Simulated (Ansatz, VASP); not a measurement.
## Two plane-wave programs on BAs

Contents of INCAR:

```
SYSTEM = BAs
PREC = Accurate
ENCUT = 520
EDIFF = 1E-6
ISMEAR = 0
SIGMA = 0.05
LREAL = .False.
LASPH = .True.
NELM = 100
ALGO = Normal
ISIF = 2
LWAVE = .False.
LCHARG = .False.
GGA = PE
NBANDS = 11
```

KPOINTS

```
Automatic mesh
0
Gamma
  10 10 10
  0 0 0
```

The input POSCAR:

```
BAs
1.0
    0.0000000000      2.2120582687      2.5005876081
    2.2120582687      0.0000000000      2.5005876081
    2.2120582687      2.2120582687      0.0000000000
B As
1 1
Direct
    0.0000000000      0.0000000000      0.0000000000
    0.7500000000      0.7500000000      0.7500000000
```

Input for Ansatz:

```yaml
crystal:
  lattice:
    - [0.0, 2.2120582687, 2.5005876081]
    - [2.2120582687, 0.0, 2.5005876081]
    - [2.2120582687, 2.2120582687, 0.0]
  atoms:
    - { symbol: B, position: [0.0, 0.0, 0.0] }
    - { symbol: As, position: [0.75, 0.75, 0.75] }
basis:
  ecutwfc: 420
kpoints:
  mp_grid: { grid: [10, 10, 10] }
hamiltonian:
  xc: pbe
scf:
  occupations: { method: gaussian, width: 0.05 }
output:
  forces: true
  stress: true
  eigenvalues: true
```

Change from the starting cell: strain -0.080 along x and y, +0.040 along z, atoms carried along.

Alike in both runs: task single point; functional PBE; k mesh 10 × 10 × 10; occupations gaussian, width 0.05 eV; no spin polarisation.

|  | VASP | Ansatz |
| --- | --- | --- |
| version | VASP 6.6.1 | Ansatz 0.2.0 |
| potentials or method | VASP PAW PBE potentials, release 64 (B, As), cutoff 520 eV | scalar-relativistic, plane waves, PAW |
| valence electrons in the cell | 8 | 18 |

|  | VASP | Ansatz | Ansatz less VASP |
| --- | --- | --- | --- |
| gap on the k mesh at the Fermi level (eV) | 0.07 | 0.08 | +0.010 |
| least direct gap on the mesh (eV) | 2.78 | 2.78 | +0.002 |
| pressure (GPa) | 22.6 | 21.5 | -1.06 |
| traceless stress, the component that is largest in VASP (GPa) | -21.95 | -22.09 | -0.136 |

The functional is the same, so the differences come from potentials, cutoffs and numerics. VASP's potentials hold 8 valence electrons a cell and Ansatz's 18, so a difference there can come from the potentials and not from the codes.
